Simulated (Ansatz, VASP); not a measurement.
# BiTe: VASP beside Ansatz

```xyz
2
Lattice="0.0000 3.2350 3.2027 3.2350 0.0000 3.2027 3.2350 3.2350 0.0000" Properties=species:S:1:pos:R:3 pbc="T T T"
Bi    0.0000    0.0000    0.0000
Te    3.2350    3.2350    3.2027
```

Change from the starting cell: z stretched by -1 %, ions relaxed.

Alike in both runs: functional PBE; k mesh 13 × 13 × 13; occupations fermi-dirac, width 0.05 eV; no spin polarisation.

Ansatz relaxed the structure, and its values are those at the end. VASP's run is a single point on that final structure, the one shown.

```csv
,VASP,Ansatz
version,VASP 6.6.1,Ansatz 0.2.0
potentials or method,"VASP PAW PBE potentials, release 64 (Bi_d, Te)","plane-wave PAW, scalar-relativistic"
plane-wave cutoff (eV),520,420
valence electrons in the cell,21,31
```

Ansatz gave:

- pressure (GPa): 1.3

Task: Estimate VASP's values.

Result: Pressure (GPa): 1.2.

VASP's potentials hold 21 valence electrons a cell and Ansatz's 31, so a difference there can come from the potentials and not from the codes. Ansatz's warnings: stress scf threshold loose.

Neither program's run includes spin-orbit coupling.
